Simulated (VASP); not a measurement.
Here is a VASP 6.6.1 calculation.

INCAR

```
  PREC = Accurate
  ENCUT = 520
  EDIFF = 1E-7
  ISMEAR = 0
  SIGMA = 0.15
  LREAL = F
  LASPH = T
  NELM = 60
  ALGO = Normal
  ISIF = 2
  LWAVE = F
  LCHARG = F
  GGA = CA
  NBANDS = 11
```

Contents of KPOINTS:

```
Automatic mesh
0
Gamma
  24 24 14
```

File POSCAR:

```
Si
1.0
    2.6908326865      0.0000000000      0.0000000000
   -1.3454163433      2.3303294638      0.0000000000
    0.0000000000      0.0000000000      4.6779946859
Si
2
Direct
    0.3333333333      0.6666666667      0.2500000000
    0.6666666667      0.3333333333      0.7500000000
```

Potentials or basis: VASP PAW LDA potentials, release 64 (Si).

The run is started by

```sh
$ cat potpaw_LDA.64/Si/POTCAR > POTCAR
$ mpirun -np 1 vasp_std > vasp.out
```

Q: Predict the band gap on the k mesh.

A: Zero (bands 4 and 5 overlap by 12.71 eV).

Q: Estimate the pressure.

A: -4.8 GPa.

Stress tensor (GPa, compression positive):
```
-4.29  0.00  0.00
 0.00 -4.29  0.00
 0.00  0.00 -5.91
```

Caveat: the cell differs from its parent crystal (strain +0.015 along x and y, +0.030 along z); the cell stands under tension.
